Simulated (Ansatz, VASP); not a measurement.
GaAs: VASP beside Ansatz

```
Ga As
1.0
     0.00000    2.82685    2.82685
     2.82685    0.00000    2.82685
     2.82685    2.82685    0.00000
Ga As
1 1
Direct
  0.00000 0.00000 0.00000
  0.75000 0.75000 0.75000
```

Alike in both runs: task relaxation of cell and atoms; functional LDA; k mesh 12 × 12 × 12; occupations gaussian, width 0.01 eV; no spin polarisation.

|  | VASP | Ansatz |
| --- | --- | --- |
| version | VASP 6.6.1 | Ansatz 0.2.0 |
| potentials or method | VASP PAW LDA potentials, release 64 (Ga_d, As), cutoff 600 eV | scalar-relativistic, plane waves, PAW |
| valence electrons in the cell | 18 | 28 |

```tsv
	VASP	Ansatz	Ansatz less VASP
gap on the k mesh at the Fermi level, each at its own relaxed structure (eV)	0.50	0.49	-0.016
relaxed volume (Å³/atom)	22.08	21.98	-0.095
relaxed cell length with the largest relative difference (Å)	3.967	3.962	-0.0057
```

LDA's correlation is that of Perdew and Zunger in VASP and of Perdew and Wang (1992) in Ansatz. VASP's potentials hold 18 valence electrons a cell and Ansatz's 28, so a difference there can come from the potentials and not from the codes.
